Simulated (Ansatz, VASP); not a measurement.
## One calculation of ReS3, two programs

```
CELL_PARAMETERS angstrom
2.59157 0.00000 0.00000
0.00000 2.59157 0.00000
0.00000 0.00000 10.03986
ATOMIC_POSITIONS crystal
Re 0.00000 0.00000 0.50000
S 0.00000 0.00000 0.74207
S 0.00000 0.00000 0.25793
S 0.00000 0.00000 0.00000
```

Alike in both runs: functional PBE; k mesh 4 × 4 × 2; occupations gaussian, width 0.15 eV; collinear spin.

Ansatz relaxed the structure, and its values are those at the end. VASP's run is a single point on that final structure, the one shown.

|  | VASP | Ansatz |
| --- | --- | --- |
| version | VASP 6.6.1 | Ansatz 0.2.0 |
| potentials or method | VASP PAW PBE potentials, release 64 (Re, S), cutoff 520 eV | scalar-relativistic, plane waves, PAW |
| valence electrons in the cell | 25 | 33 |

|  | VASP | Ansatz | Ansatz less VASP |
| --- | --- | --- | --- |
| gap on the k mesh at the Fermi level (eV) | none | none | - |
| pressure (GPa) | -0.2 | 0.0 | +0.23 |
| rms of the force components (eV/Å) | 0.005 | 0.009 | +0.0041 |
| net moment per atom (μB) | 0.00 | 0.00 | 0.000 |

A gap of «none» marks a metal or a gap that the smearing closes. The functional is the same, so the differences come from potentials, cutoffs and numerics. VASP's potentials hold 25 valence electrons a cell and Ansatz's 33, so a difference there can come from the potentials and not from the codes. Ansatz's warnings: seeded moment not kept.

The k mesh is coarse, so the values compare programs but aren't converged. Neither program's run includes spin-orbit coupling.
